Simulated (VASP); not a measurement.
# Re (Im-3m) in VASP: relaxation of cell and atoms with PBEsol

Aim: the relaxation of cell and atoms of Re with PBEsol.

Everything below comes from runs of VASP 6.6.1. Logs are shortened: lines on timing, memory, paths and dates and some standing lists are left out, and cuts for length are marked.

## (1) The cell of the first run

Symmetry: Im-3m, No. 229, cubic system. Conventional cell: a = 2.949 Å, b = 2.949 Å, c = 2.949 Å, α = 90.00°, β = 90.00°, γ = 90.00°. Within 3.4 Å of Re (site symmetry m-3m) lie 14 Re at 2.55 to 2.95 Å.

This isn't the form of Re at room conditions, which is hcp.

## (2) Relaxation of cell and atoms, PBEsol, target pressure 70 GPa, at which the enthalpy is minimised

The input, INCAR:

```
PREC = Accurate ; ENCUT = 600
EDIFF = 1E-7 ; ISMEAR = -1
SIGMA = 0.1 ; LREAL = False
LASPH = True ; NELM = 100
ALGO = Normal ; ISIF = 3
LWAVE = False ; LCHARG = False
GGA = PS ; IBRION = 2
NSW = 32 ; EDIFFG = -0.005
PSTRESS = 700.0
```

The input, KPOINTS:

```
regular mesh
0
Gamma
  18 18 18
```

The input, POSCAR:

```
Re
1.0
   -1.4745047519      1.4745047519      1.4745047519
    1.4745047519     -1.4745047519      1.4745047519
    1.4745047519      1.4745047519     -1.4745047519
Re
1
Direct
    0.0000000000      0.0000000000      0.0000000000
```

Potentials or basis: VASP PAW PBE potentials, release 64 (Re).

Command:

```
> cat potpaw_PBE.64/Re/POTCAR > POTCAR
> mpirun -np 1 vasp_std > vasp.out
```

OUTCAR:

```text
PREC = Accurate
   ENCUT = 600
   EDIFF = 1E-7
   ISMEAR = -1
   LREAL = False
   LASPH = True
   NELM = 100
   ISIF = 3
   GGA = PS
   IBRION = 2
   NSW = 32
   EDIFFG = -0.005
   PSTRESS = 700.0

 ion  position               nearest neighbor table
   1  0.000  0.000  0.000-

  LATTYP: Found a body centered cubic cell.
 ALAT       =     2.9490095038

  Lattice vectors:

 A1 = (  -1.4745047519,   1.4745047519,   1.4745047519)
 A2 = (   1.4745047519,  -1.4745047519,   1.4745047519)
 A3 = (   1.4745047519,   1.4745047519,  -1.4745047519)

Analysis of symmetry for initial positions (statically):
=====================================================================
 Subroutine PRICEL returns:
 Original cell was already a primitive cell.

 Routine SETGRP: Setting up the symmetry group for a
 body centered cubic supercell.

 Subroutine GETGRP returns: Found 48 space group operations
 (whereof 48 operations were pure point group operations)
 out of a pool of 48 trial point group operations.

The static configuration has the point symmetry O_h .

Analysis of symmetry for dynamics (positions and initial velocities):
=====================================================================
 Subroutine PRICEL returns:
 Original cell was already a primitive cell.

 Routine SETGRP: Setting up the symmetry group for a
 body centered cubic supercell.

 Subroutine GETGRP returns: Found 48 space group operations
 (whereof 48 operations were pure point group operations)
 out of a pool of 48 trial point group operations.

The dynamic configuration has the point symmetry O_h .

 Subroutine INISYM returns: Found 48 space group operations
 (whereof 48 operations are pure point group operations),
 and found     1 'primitive' translations

----------------------------------------------------------------------------------------

                                     Primitive cell

  volume of cell :      12.8233

  direct lattice vectors                    reciprocal lattice vectors
    -1.474504752  1.474504752  1.474504752     0.000000000  0.339096907  0.339096907
     1.474504752 -1.474504752  1.474504752     0.339096907  0.000000000  0.339096907
     1.474504752  1.474504752 -1.474504752     0.339096907  0.339096907  0.000000000

  length of vectors
     2.553917146  2.553917146  2.553917146     0.479555444  0.479555444  0.479555444

  position of ions in fractional coordinates (direct lattice)
     0.000000000  0.000000000  0.000000000

  ion indices of the primitive-cell ions
   primitive index   ion index
                 1           1

----------------------------------------------------------------------------------------

 KPOINTS: regular mesh

Automatic generation of k-mesh.
 Grid dimensions read from file:
 generate k-points for:   18   18   18

 Generating k-lattice:

  Cartesian coordinates                     Fractional coordinates (reciprocal lattice)
     0.000000000  0.018838717  0.018838717     0.055555556  0.000000000  0.000000000
     0.018838717  0.000000000  0.018838717     0.000000000  0.055555556  0.000000000
     0.018838717  0.018838717  0.000000000     0.000000000  0.000000000  0.055555556

  Length of vectors
     0.026641969  0.026641969  0.026641969

  Shift w.r.t. Gamma in fractional coordinates (k-lattice)
     0.000000000  0.000000000  0.000000000

 Subroutine IBZKPT returns following result:
 ===========================================

 Found    195 irreducible k-points:

 Following reciprocal coordinates:
            Coordinates               Weight
  0.000000  0.000000  0.000000      1.000000
  0.055556  0.000000  0.000000     12.000000
  0.111111  0.000000  0.000000     12.000000
  0.166667  0.000000  0.000000     12.000000
  0.222222  0.000000  0.000000     12.000000
  0.277778  0.000000  0.000000     12.000000
[... 16 lines left out ...]
  0.333333  0.111111  0.000000     48.000000
  0.388889  0.111111 -0.000000     48.000000
 [... further k-points ...]
   k-points           NKPTS =    195   k-points in BZ     NKDIM =    195   number of bands    NBANDS=      7
   number of dos      NEDOS =    301   number of ions     NIONS =      1
   total plane-waves  NPLWV =   8000
   dimension x,y,z NGX =    20 NGY =   20 NGZ =   20
   dimension x,y,z NGXF=    40 NGYF=   40 NGZF=   40
   ions per type =               1
   NGX,Y,Z   is equivalent  to a cutoff of  13.02, 13.02, 13.02 a.u.
   NGXF,Y,Z  is equivalent  to a cutoff of  26.04, 26.04, 26.04 a.u.
 SYSTEM =  unknown system
   PREC   = accura    normal or accurate (medium, high low for compatibility)
   ISTART =      0    job   : 0-new  1-cont  2-samecut
   ICHARG =      2    charge: 1-file 2-atom 10-const
   ISPIN  =      1    spin polarized calculation?
   LNONCOLLINEAR =      F non collinear calculations
   LSORBIT =      F    spin-orbit coupling
   LASPH  =      T    aspherical Exc in radial PAW
   ENCUT  =  600.0 eV  44.10 Ry    6.64 a.u.   5.10  5.10  5.10*2*pi/ulx,y,z
   NELM   =    100;   NELMIN=  2; NELMDL= -5     # of ELM steps
   EDIFF  = 0.1E-06   stopping-criterion for ELM
   LREAL  =      F    real-space projection
   EDIFFG = -.5E-02   stopping-criterion for IOM
   NSW    =     32    number of steps for IOM
   IBRION =      2    ionic relax: 0-MD 1-quasi-New 2-CG
   NFREE  =      1    steps in history (QN), initial steepest desc. (CG)
   ISIF   =      3    stress and relaxation
   ISYM   =      2    0-nonsym 1-usesym 2-fastsym
   POTIM  = 0.5000    time-step for ionic-motion
   TEBEG  =    0.0;   TEEND  =   0.0 temperature during run
   PSTRESS=  700.0 pullay stress
   NELECT =       7.0000    total number of electrons
   NUPDOWN=      -1.0000    fix difference up-down
   EMIN   =  10.00;   EMAX   =-10.00  energy-range for DOS
   EFERMI =   0.00;   METHOD = LEGACY
   ISMEAR =    -1;   SIGMA  =   0.10  broadening in eV -4-tet -1-fermi 0-gaus
   EFERMI_NEDOS =   21; number of points for ismear=-14 and -15
   IALGO  =     38    algorithm
   IMIX   =      4    mixing-type and parameters
     AMIX     =   0.40;   BMIX     =  1.00
     AMIX_MAG =   1.60;   BMIX_MAG =  1.00
  volume/ion in A,a.u.               =      12.82        86.54
  Fermi-wavevector in a.u.,A,eV,Ry     =   1.337954  2.528367 24.356091  1.790122
  Thomas-Fermi vector in A             =   2.466463
   LORBIT       =      0    0 simple, 1 ext, 2 COOP (PROOUT), +10 PAW based schemes
   GGA     = PS    functional components
   LHFCALC =     F    Hartree Fock is set to
   AEXX    =    0.0000 exact exchange contribution
   IVDW    =     0    specifies the selected vdW correction
   LEPSILON=     F    determine dielectric tensor
   LRPA    =     F    only Hartree local field effects (RPA)
 conjugate gradient relaxation of ions
 non-spin polarized calculation
  energy-cutoff  :      600.00
  volume of cell :       12.82
 maximum number of plane-waves:       440
   NGX = 11   NGY = 11   NGZ = 11

--------------------------------------- Ionic step        1  -------------------------------------------

 number of electron       6.9999999 magnetization

 Free energy of the ion-electron system (eV)
  ---------------------------------------------------
  ext. energy  EPLUGINS =         0.00000000
  ---------------------------------------------------
  free energy    TOTEN  =       -12.68006643 eV

  energy without entropy =      -12.64895202  energy(sigma->0) =      -12.66450922

------------------------ aborting loop because EDIFF is reached ----------------------------------------

  FORCE on cell =-STRESS in cart. coord.  units (eV):
  Direction    XX          YY          ZZ          XY          YZ          ZX
  --------------------------------------------------------------------------------------
  -------------------------------------------------------------------------------------
  Total        5.7626554      5.7626554      5.7626554     -0.0000000     -0.0000000     -0.0000000
  in kB      720.0036766    720.0036766    720.0036766     -0.0000000     -0.0000000     -0.0000000
  external PRESSURE =      20.0036766 kB  Pullay stress =     700.0000000 kB
[... 59 lines left out ...]
  enthalpy is  TOTEN    =        -7.0667603014 eV   P V=        5.7333767112

--------------------------------------- Ionic step        3  -------------------------------------------

 number of electron       6.9999999 magnetization

 Free energy of the ion-electron system (eV)
  ---------------------------------------------------
  ext. energy  EPLUGINS =         0.00000000
  ---------------------------------------------------
  free energy    TOTEN  =       -12.69671911 eV

  energy without entropy =      -12.66545988  energy(sigma->0) =      -12.68108950

 E-fermi :  10.5717     XC(G=0): -14.5699

 val. band max:       10.5671785415   @ k =  -0.3889   0.5000   0.0556
 cond. band min:      10.5836311822   @ k =   0.1667   0.0000   0.0000
 fundamental gap:      0.0164526406
 Fermi energy:        10.5717069852

 k-point     1 :       0.0000    0.0000    0.0000
  band No.  band energies     occupation
      1      -1.3426      2.00000
      2       7.2878      2.00000
      3       7.2878      2.00000
      4       7.2878      2.00000
      5      11.3987      0.00051
      6      11.3987      0.00051
      7      26.3457      0.00000
[... 221 lines left out ...]
 k-point    24 :       0.3889    0.1111   -0.0000
  band No.  band energies     occupation
      1       2.2733      2.00000
      2       4.7541      2.00000
      3       8.9241      2.00000
      4      11.2490      0.00229
      5      12.8807      0.00000
      6      16.6796      0.00000
      7      22.6434      0.00000

 [... further k-points ...]

------------------------ aborting loop because EDIFF is reached ----------------------------------------

  FORCE on cell =-STRESS in cart. coord.  units (eV):
  Direction    XX          YY          ZZ          XY          YZ          ZX
  --------------------------------------------------------------------------------------
  -------------------------------------------------------------------------------------
  Total        5.6186563      5.6186563      5.6186563      0.0000000      0.0000000     -0.0000000
  in kB      699.9601146    699.9601146    699.9601146      0.0000000      0.0000000     -0.0000000
  external PRESSURE =      -0.0398854 kB  Pullay stress =     700.0000000 kB
[... 16 lines left out ...]
  FREE ENERGIE OF THE ION-ELECTRON SYSTEM (eV)
  ---------------------------------------------------
  free  energy   TOTEN  =       -12.6967191108 eV

  energy  without entropy=      -12.6654598824  energy(sigma->0) =      -12.68108950

  enthalpy is  TOTEN    =        -7.0777426952 eV   P V=        5.6189764156

 reached required accuracy - stopping structural energy minimisation
```

Run time: 49 s. Hardware: 1 thread of AMD EPYC 7R13, shared host; peak memory 0.15 GiB.

Results:

```
Free energy                                                : -12.6967 eV
Relaxed volume                                             : 12.86 Å³/atom
Relaxed cell                                               : a = 2.556 Å, b = 2.556 Å, c = 2.556 Å, α = 109.47°, β = 109.47°, γ = 109.47°
Space group after relaxing (to 0.1 Å)                      : Im-3m (No. 229)
Energy change on relaxing (the run minimises the enthalpy) : -16.7 meV/atom
Ionic steps                                                : 3
Pressure after relaxing                                    : 70.0 GPa
Band gap on the k mesh                                     : zero (an odd number of electrons rules out a gap without spin polarisation)
```

The path:
| step | energy change (eV) | largest force (eV/Å) | pressure (GPa) | volume (Å³) |
| --- | --- | --- | --- | --- |
| 1 | 0.0000 | 0.0000 | 72.00 | 12.82 |
| 2 | -0.1201 | 0.0000 | 56.85 | 13.12 |
| 3 | -0.0167 | 0.0000 | 70.00 | 12.86 |

Final structure:
```yaml
crystal:
  lattice:
    - [-1.47594, 1.47594, 1.47594]
    - [1.47594, -1.47594, 1.47594]
    - [1.47594, 1.47594, -1.47594]
  atoms:
    - { symbol: Re, position: [0.00000, 0.00000, 0.00000] }
```

Levels at points of the mesh, in eV from the Fermi level:
| k point | band 1 | band 2 | band 3 | band 4 | band 5 | band 6 | band 7 |
| --- | --- | --- | --- | --- | --- | --- | --- |
| (0.00, 0.00, 0.00) | -11.91 | -3.28 | -3.28 | -3.28 | 0.83 | 0.83 | 15.77 |
| (0.50, 0.00, 0.00) | -8.85 | -6.04 | 0.25 | 0.81 | 1.89 | 5.62 | 12.28 |
| (0.50, 0.50, 0.50) | -8.70 | -8.70 | 4.40 | 4.40 | 4.40 | 8.97 | 8.97 |

Caveat: the cell is relaxed towards a set pressure, so the run minimises the enthalpy, not the energy; the PAW data sets were made with another functional, which shifts forces and pressure a little; spin-orbit coupling is left out, which moves the levels of the heavy elements.
